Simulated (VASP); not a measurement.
# Ru5C in VASP: further runs, part 2 of 3

VASP 6.6.1. The steps go on from the part before.

## (5) Relaxation of the atoms, PBE

Contents of INCAR:

```
  ALGO = Normal
  DIPOL = 0.5 0.5 0.382
  EDIFF = 1E-7
  EDIFFG = -0.025
  ENCUT = 520
  GGA = PE
  GGA_COMPAT = False
  IBRION = 2
  IDIPOL = 3
  ISIF = 2
  ISMEAR = 0
  LASPH = True
  LCHARG = False
  LDIPOL = True
  LREAL = False
  LWAVE = False
  NELM = 120
  NELMDL = -8
  NELMIN = 4
  NSW = 36
  PREC = Accurate
  SIGMA = 0.1
```

Contents of KPOINTS:

```
k-points
0
Gamma
  12 12 1
```

Contents of POSCAR:

```
Ru5C
1.0
    2.7197977465      0.0000000000      0.0000000000
   -1.3598988732      2.3554139416      0.0000000000
    0.0000000000      0.0000000000     24.0359895925
Ru C
5 1
Selective dynamics
Direct
    0.6666666667      0.3333333333      0.1664171132  F F F
    0.3333333333      0.6666666667      0.2557968275  F F F
    0.6666666667      0.3333333333      0.3452060919  F F F
    0.3333333333      0.6666666667      0.4352311869  F F F
    0.6666666667      0.3333333333      0.5215507997  F F F
    1.3333333333      0.6666666667      0.5664834202  F F T
```

Potentials or basis: VASP PAW PBE potentials, release 64 (Ru_pv, C).

Started as:

```bash
$ cat potpaw_PBE.64/Ru_pv/POTCAR potpaw_PBE.64/C/POTCAR > POTCAR
$ mpirun -np 1 vasp_std > vasp.out
```

OUTCAR:

```text
EDIFF = 1E-7
   EDIFFG = -0.025
   ENCUT = 520
   GGA = PE
   IBRION = 2
   ISIF = 2
   ISMEAR = 0
   LASPH = True
   LREAL = False
   NELM = 120
   NELMDL = -8
   NELMIN = 4
   NSW = 36
   PREC = Accurate

 ion  position               nearest neighbor table
   1  0.667  0.333  0.166-   2 2.66   2 2.66   2 2.66
   2  0.333  0.667  0.256-   1 2.66   1 2.66   1 2.66   3 2.66   3 2.66   3 2.66
   3  0.667  0.333  0.345-   2 2.66   2 2.66   2 2.66   4 2.67   4 2.67   4 2.67
   4  0.333  0.667  0.435-   5 2.60   5 2.60   5 2.60   3 2.67   3 2.67   3 2.67
   5  0.667  0.333  0.522-   6 1.91   6 1.91   6 1.91   4 2.60   4 2.60   4 2.60
   6  0.333  0.667  0.566-   5 1.91   5 1.91   5 1.91

  LATTYP: Found a hexagonal cell.
 ALAT       =     2.7197977465
 C/A-ratio  =     8.8374180115

  Lattice vectors:

 A1 = (   2.7197977465,   0.0000000000,   0.0000000000)
 A2 = (  -1.3598988732,   2.3554139416,   0.0000000000)
 A3 = (   0.0000000000,   0.0000000000,  24.0359895925)

Analysis of symmetry for initial positions (statically):
=====================================================================
 Subroutine PRICEL returns:
 Original cell was already a primitive cell.

 Routine SETGRP: Setting up the symmetry group for a
 hexagonal supercell.

 Subroutine GETGRP returns: Found  6 space group operations
 (whereof  6 operations were pure point group operations)
 out of a pool of 24 trial point group operations.

The static configuration has the point symmetry C_3v.

Analysis of symmetry for dynamics (positions and initial velocities):
=====================================================================
 Subroutine PRICEL returns:
 Original cell was already a primitive cell.

 Routine SETGRP: Setting up the symmetry group for a
 hexagonal supercell.

 Subroutine GETGRP returns: Found  6 space group operations
 (whereof  6 operations were pure point group operations)
 out of a pool of 24 trial point group operations.

The dynamic configuration has the point symmetry C_3v.

Analysis of constrained symmetry for selective dynamics:
=====================================================================
 Subroutine PRICEL returns:
 Original cell was already a primitive cell.

 Routine SETGRP: Setting up the symmetry group for a
 hexagonal supercell.

 Subroutine GETGRP returns: Found  6 space group operations
 (whereof  6 operations were pure point group operations)
 out of a pool of 24 trial point group operations.

The constrained configuration has the point symmetry C_3v.

 Subroutine INISYM returns: Found  6 space group operations
 (whereof  6 operations are pure point group operations),
 and found     1 'primitive' translations

----------------------------------------------------------------------------------------

                                     Primitive cell

  volume of cell :     153.9805

  direct lattice vectors                    reciprocal lattice vectors
     2.719797746  0.000000000  0.000000000     0.367674398  0.212276913  0.000000000
    -1.359898873  2.355413942  0.000000000     0.000000000  0.424553826  0.000000000
     0.000000000  0.000000000 24.035989592     0.000000000  0.000000000  0.041604278

  length of vectors
     2.719797746  2.719797746 24.035989592     0.424553826  0.424553826  0.041604278

[... 70 lines left out ...]
   NGX,Y,Z   is equivalent  to a cutoff of  12.22, 12.22, 12.45 a.u.
   NGXF,Y,Z  is equivalent  to a cutoff of  24.45, 24.45, 24.90 a.u.
 SYSTEM =  unknown system
   PREC   = accura    normal or accurate (medium, high low for compatibility)
   ISTART =      0    job   : 0-new  1-cont  2-samecut
   ICHARG =      2    charge: 1-file 2-atom 10-const
   ISPIN  =      1    spin polarized calculation?
   LNONCOLLINEAR =      F non collinear calculations
   LSORBIT =      F    spin-orbit coupling
   LASPH  =      T    aspherical Exc in radial PAW
   ENCUT  =  520.0 eV  38.22 Ry    6.18 a.u.   5.06  5.06 44.69*2*pi/ulx,y,z
   NELM   =    120;   NELMIN=  4; NELMDL= -8     # of ELM steps
   EDIFF  = 0.1E-06   stopping-criterion for ELM
   LREAL  =      F    real-space projection
   EDIFFG = -.3E-01   stopping-criterion for IOM
   NSW    =     36    number of steps for IOM
   IBRION =      2    ionic relax: 0-MD 1-quasi-New 2-CG
   NFREE  =      1    steps in history (QN), initial steepest desc. (CG)
   ISIF   =      2    stress and relaxation
   ISYM   =      2    0-nonsym 1-usesym 2-fastsym
   POTIM  = 0.5000    time-step for ionic-motion
   TEBEG  =    0.0;   TEEND  =   0.0 temperature during run
   PSTRESS=    0.0 pullay stress
   NELECT =      74.0000    total number of electrons
   NUPDOWN=      -1.0000    fix difference up-down
   EMIN   =  10.00;   EMAX   =-10.00  energy-range for DOS
   EFERMI =   0.00;   METHOD = LEGACY
   ISMEAR =     0;   SIGMA  =   0.10  broadening in eV -4-tet -1-fermi 0-gaus
   EFERMI_NEDOS =   21; number of points for ismear=-14 and -15
   IALGO  =     38    algorithm
   IMIX   =      4    mixing-type and parameters
     AMIX     =   0.40;   BMIX     =  1.00
     AMIX_MAG =   1.60;   BMIX_MAG =  1.00
  volume/ion in A,a.u.               =      25.66       173.19
  Fermi-wavevector in a.u.,A,eV,Ry     =   1.282321  2.423235 22.372704  1.644347
  Thomas-Fermi vector in A             =   2.414639
   LORBIT       =      0    0 simple, 1 ext, 2 COOP (PROOUT), +10 PAW based schemes
   GGA     = PE    functional components
   LHFCALC =     F    Hartree Fock is set to
   AEXX    =    0.0000 exact exchange contribution
   IVDW    =     0    specifies the selected vdW correction
   LEPSILON=     F    determine dielectric tensor
   LRPA    =     F    only Hartree local field effects (RPA)
 conjugate gradient relaxation of ions
 non-spin polarized calculation
 Gauss-broadening in eV      SIGMA  =   0.10
  energy-cutoff  :      520.00
  volume of cell :      153.98
 maximum number of plane-waves:      4185
   NGX = 11   NGY = 11   NGZ = 89

 dipolmoment           0.000000      0.000000     -0.010410 electrons x Angstroem

--------------------------------------- Ionic step        1  -------------------------------------------

 number of electron      74.0000016 magnetization

 Free energy of the ion-electron system (eV)
  ---------------------------------------------------
  ext. energy  EPLUGINS =         0.00000000
  ---------------------------------------------------
  free energy    TOTEN  =       -51.35631320 eV

  energy without entropy =      -51.32849372  energy(sigma->0) =      -51.34240346

------------------------ aborting loop because EDIFF is reached ----------------------------------------

  FORCE on cell =-STRESS in cart. coord.  units (eV):
  Direction    XX          YY          ZZ          XY          YZ          ZX
  --------------------------------------------------------------------------------------
  -------------------------------------------------------------------------------------
  Total        5.6766134      5.6766134      3.4318742      0.0000000      0.0000000      0.0000000
  in kB       59.0655209     59.0655209     35.7088683      0.0000000      0.0000000      0.0000000
  external PRESSURE =      51.2799701 kB  Pullay stress =       0.0000000 kB
[... 67 lines left out ...]
--------------------------------------- Ionic step        3  -------------------------------------------

 number of electron      74.0000016 magnetization

 dipolmoment           0.000000      0.000000      0.017421 electrons x Angstroem

 Free energy of the ion-electron system (eV)
  ---------------------------------------------------
  ext. energy  EPLUGINS =         0.00000000
  ---------------------------------------------------
  free energy    TOTEN  =       -51.39403559 eV

  energy without entropy =      -51.36923683  energy(sigma->0) =      -51.38163621

 E-fermi :   3.2305     XC(G=0):  -7.4774

 val. band max:        3.2174568169   @ k =   0.1667   0.1667   0.0000
 cond. band min:       3.2420569523   @ k =   0.2500  -0.0000   0.0000
 fundamental gap:      0.0246001353
 Fermi energy:         3.2305464846

 k-point     1 :       0.0000    0.0000    0.0000
  band No.  band energies     occupation
      1     -40.7112      2.00000
      2     -40.2702      2.00000
      3     -40.1339      2.00000
      4     -40.1339      2.00000
      5     -39.9192      2.00000
      6     -39.5732      2.00000
[... 882 lines left out ...]
     43       6.3448      0.00000
     44       8.3135      0.00000

------------------------ aborting loop because EDIFF is reached ----------------------------------------

 vacuum level on the upper side and lower side of the slab       (xc-potential included)         0.233        -0.352

  FORCE on cell =-STRESS in cart. coord.  units (eV):
  Direction    XX          YY          ZZ          XY          YZ          ZX
  --------------------------------------------------------------------------------------
  -------------------------------------------------------------------------------------
  Total        4.0609529      4.0609529      1.9693033      0.0000000      0.0000000      0.0000000
  in kB       42.2544719     42.2544719     20.4907255      0.0000000      0.0000000      0.0000000
  external PRESSURE =      34.9998898 kB  Pullay stress =       0.0000000 kB
[... 21 lines left out ...]
  FREE ENERGIE OF THE ION-ELECTRON SYSTEM (eV)
  ---------------------------------------------------
  free  energy   TOTEN  =       -51.3940355921 eV

  energy  without entropy=      -51.3692368306  energy(sigma->0) =      -51.38163621

 reached required accuracy - stopping structural energy minimisation

 vacuum level on the upper side and lower side of the slab         8.897         8.308
```

Wall time 7.7 min (1 thread of Intel Xeon Platinum 8488C (Sapphire Rapids), shared host); peak memory 0.32 GiB.

Results:

| Item | Value |
| --- | --- |
| Free energy | -51.3940 eV |
| Energy gained by relaxing | 6.3 meV/atom |
| Ionic steps | 3 |
| Band gap on the k mesh | zero (bands 37 and 38 overlap by 2.34 eV) |

The path:
| step | energy change (eV) | largest force on free atoms (eV/Å) | pressure (GPa) |
| --- | --- | --- | --- |
| 1 | 0.0000 | 1.1061 | 5.13 |
| 2 | -0.0357 | 0.2471 | 3.87 |
| 3 | -0.0377 | 0.0001 | 3.50 |

Final structure:
```
Ru C
1.0
     2.71980    0.00000    0.00000
    -1.35990    2.35541    0.00000
     0.00000    0.00000   24.03599
Ru C
5 1
Direct
  0.66667 0.33333 0.16642
  0.33333 0.66667 0.25580
  0.66667 0.33333 0.34521
  0.33333 0.66667 0.43523
  0.66667 0.33333 0.52155
  0.33333 0.66667 0.56939
```

## (6) Relaxation of the atoms, PBE

Contents of INCAR:

```
SYSTEM = Ru5C
  PREC = Accurate
  ENCUT = 520
  EDIFF = 1E-7
  ISMEAR = 0
  SIGMA = 0.1
  LREAL = .FALSE.
  LASPH = .TRUE.
  NELM = 60
  ALGO = Fast
  ISIF = 2
  LWAVE = .FALSE.
  LCHARG = .FALSE.
  LDIPOL = .TRUE.
  IDIPOL = 3
  DIPOL = 0.5 0.5 0.382
  GGA = PE
  IBRION = 2
  NSW = 36
  EDIFFG = -0.025
```

Contents of KPOINTS:

```
regular mesh
0
G
  12 12 1
  0 0 0
```

POSCAR is that of step 5.

Potentials or basis: VASP PAW PBE potentials, release 64 (Ru_pv, C).

Started as:

```bash
$ cat potpaw_PBE.64/Ru_pv/POTCAR potpaw_PBE.64/C/POTCAR > POTCAR
$ mpirun -np 1 vasp_std > vasp.out
```

OUTCAR:

```text
SYSTEM = Ru5C
   PREC = Accurate
   ENCUT = 520
   EDIFF = 1E-7
   ISMEAR = 0
   LREAL = .FALSE.
   LASPH = .TRUE.
   NELM = 60
   ISIF = 2
   GGA = PE
   IBRION = 2
   NSW = 36
   EDIFFG = -0.025

 ion  position               nearest neighbor table
   1  0.667  0.333  0.166-   2 2.66   2 2.66   2 2.66
   2  0.333  0.667  0.256-   1 2.66   1 2.66   1 2.66   3 2.66   3 2.66   3 2.66
   3  0.667  0.333  0.345-   2 2.66   2 2.66   2 2.66   4 2.67   4 2.67   4 2.67
   4  0.333  0.667  0.435-   5 2.60   5 2.60   5 2.60   3 2.67   3 2.67   3 2.67
   5  0.667  0.333  0.522-   6 1.91   6 1.91   6 1.91   4 2.60   4 2.60   4 2.60
   6  0.333  0.667  0.566-   5 1.91   5 1.91   5 1.91

  LATTYP: Found a hexagonal cell.
 ALAT       =     2.7197977465
 C/A-ratio  =     8.8374180115

  Lattice vectors:

 A1 = (   2.7197977465,   0.0000000000,   0.0000000000)
 A2 = (  -1.3598988732,   2.3554139416,   0.0000000000)
 A3 = (   0.0000000000,   0.0000000000,  24.0359895925)

Analysis of symmetry for initial positions (statically):
=====================================================================
 Subroutine PRICEL returns:
 Original cell was already a primitive cell.

 Routine SETGRP: Setting up the symmetry group for a
 hexagonal supercell.

 Subroutine GETGRP returns: Found  6 space group operations
 (whereof  6 operations were pure point group operations)
 out of a pool of 24 trial point group operations.

The static configuration has the point symmetry C_3v.

Analysis of symmetry for dynamics (positions and initial velocities):
=====================================================================
 Subroutine PRICEL returns:
 Original cell was already a primitive cell.

 Routine SETGRP: Setting up the symmetry group for a
 hexagonal supercell.
[... 151 lines left out ...]
   LRPA    =     F    only Hartree local field effects (RPA)
 conjugate gradient relaxation of ions
 non-spin polarized calculation
 RMM-DIIS sequential band-by-band and
 Gauss-broadening in eV      SIGMA  =   0.10
  energy-cutoff  :      520.00
  volume of cell :      153.98
 maximum number of plane-waves:      4185
   NGX = 11   NGY = 11   NGZ = 89

 dipolmoment           0.000000      0.000000     -0.040778 electrons x Angstroem

--------------------------------------- Ionic step        1  -------------------------------------------

 number of electron      74.0000016 magnetization

 Free energy of the ion-electron system (eV)
  ---------------------------------------------------
  ext. energy  EPLUGINS =         0.00000000
  ---------------------------------------------------
  free energy    TOTEN  =       -51.35632312 eV

  energy without entropy =      -51.32850424  energy(sigma->0) =      -51.34241368

------------------------ aborting loop because EDIFF is reached ----------------------------------------

  FORCE on cell =-STRESS in cart. coord.  units (eV):
  Direction    XX          YY          ZZ          XY          YZ          ZX
  --------------------------------------------------------------------------------------
  -------------------------------------------------------------------------------------
  Total        5.6762257      5.6762257      3.4315217      0.0000000     -0.0000000      0.0000000
  in kB       59.0614870     59.0614870     35.7052005      0.0000000     -0.0000000      0.0000000
  external PRESSURE =      51.2760582 kB  Pullay stress =       0.0000000 kB
[... 67 lines left out ...]
--------------------------------------- Ionic step        3  -------------------------------------------

 number of electron      74.0000016 magnetization

 dipolmoment           0.000000      0.000000      0.017410 electrons x Angstroem

 Free energy of the ion-electron system (eV)
  ---------------------------------------------------
  ext. energy  EPLUGINS =         0.00000000
  ---------------------------------------------------
  free energy    TOTEN  =       -51.39404545 eV

  energy without entropy =      -51.36924639  energy(sigma->0) =      -51.38164592

 E-fermi :   3.2306     XC(G=0):  -7.4768

 val. band max:        3.2174874983   @ k =   0.1667   0.1667   0.0000
 cond. band min:       3.2420834213   @ k =   0.2500  -0.0000   0.0000
 fundamental gap:      0.0245959231
 Fermi energy:         3.2305751697

 k-point     1 :       0.0000    0.0000    0.0000
  band No.  band energies     occupation
      1     -40.7111      2.00000
      2     -40.2702      2.00000
      3     -40.1339      2.00000
      4     -40.1339      2.00000
      5     -39.9192      2.00000
      6     -39.5732      2.00000
[... 882 lines left out ...]
     43       6.3449      0.00000
     44       8.3136      0.00000

------------------------ aborting loop because EDIFF is reached ----------------------------------------

 vacuum level on the upper side and lower side of the slab       (xc-potential included)         0.226        -0.360

  FORCE on cell =-STRESS in cart. coord.  units (eV):
  Direction    XX          YY          ZZ          XY          YZ          ZX
  --------------------------------------------------------------------------------------
  -------------------------------------------------------------------------------------
  Total        4.0611897      4.0611897      1.9690207      0.0000000      0.0000000      0.0000000
  in kB       42.2569358     42.2569358     20.4877845      0.0000000      0.0000000      0.0000000
  external PRESSURE =      35.0005520 kB  Pullay stress =       0.0000000 kB
[... 21 lines left out ...]
  FREE ENERGIE OF THE ION-ELECTRON SYSTEM (eV)
  ---------------------------------------------------
  free  energy   TOTEN  =       -51.3940454532 eV

  energy  without entropy=      -51.3692463863  energy(sigma->0) =      -51.38164592

 reached required accuracy - stopping structural energy minimisation

 vacuum level on the upper side and lower side of the slab         8.903         8.309
```

OSZICAR:

```text
N       E                     dE             d eps       ncg     rms          rms(c)
DAV:   1     0.828500744079E+03    0.82850E+03   -0.46551E+04  2032   0.165E+03
DAV:   2    -0.212243422918E+02   -0.84973E+03   -0.82910E+03  1804   0.496E+02
DAV:   3    -0.555635300200E+02   -0.34339E+02   -0.32815E+02  2292   0.905E+01
[... 77 lines left out ...]
RMM:  14    -0.513940447538E+02   -0.40306E-06   -0.38004E-07   914   0.106E-03    0.125E-03
RMM:  15    -0.513940450321E+02   -0.27831E-06   -0.20637E-07   807   0.810E-04    0.111E-03
RMM:  16    -0.513940451841E+02   -0.15200E-06   -0.11315E-07   668   0.614E-04    0.751E-04
RMM:  17    -0.513940454495E+02   -0.26540E-06   -0.93911E-08   676   0.608E-04    0.440E-04
RMM:  18    -0.513940454532E+02   -0.36907E-08   -0.40976E-08   507   0.429E-04
   3 F= -.51394045E+02 E0= -.51381646E+02  d E =-.377223E-01
```

Run time: 9.4 min. Hardware: 1 thread of Oxide Virtual Turin-like, shared host; peak memory 0.29 GiB.

Results:

| Quantity | Value |
| --- | --- |
| Free energy | -51.3940 eV |
| Energy gained by relaxing | 6.3 meV/atom |
| Ionic steps | 3 |
| Band gap on the k mesh | zero (bands 37 and 38 overlap by 2.34 eV) |

Step by step:
```
step  energy change (eV)  largest force on free atoms (eV/Å)  pressure (GPa)
   1              0.0000                              1.1062            5.13
   2             -0.0357                              0.2471            3.87
   3             -0.0377                              0.0001            3.50
```

Final structure:
```yaml
crystal:
  lattice:
    - [2.71980, 0.00000, 0.00000]
    - [-1.35990, 2.35541, 0.00000]
    - [0.00000, 0.00000, 24.03599]
  atoms:
    - { symbol: Ru, position: [0.66667, 0.33333, 0.16642] }
    - { symbol: Ru, position: [0.33333, 0.66667, 0.25580] }
    - { symbol: Ru, position: [0.66667, 0.33333, 0.34521] }
    - { symbol: Ru, position: [0.33333, 0.66667, 0.43523] }
    - { symbol: Ru, position: [0.66667, 0.33333, 0.52155] }
    - { symbol: C, position: [0.33333, 0.66667, 0.56939] }
```

Levels at points of the mesh, in eV from the Fermi level:
| k point | band 32 | band 33 | band 34 | band 35 | band 36 | band 37 | band 38 | band 39 | band 40 | band 41 |
| --- | --- | --- | --- | --- | --- | --- | --- | --- | --- | --- |
| (0.00, 0.00, 0.00) | -2.23 | -1.91 | -1.91 | -1.79 | -1.79 | -0.72 | -0.68 | -0.68 | 0.23 | 0.23 |
| (0.50, 0.00, 0.00) | -0.74 | -0.24 | -0.20 | 0.36 | 0.64 | 1.29 | 1.39 | 1.40 | 1.53 | 1.68 |

(Continued in part 3 of 3.)
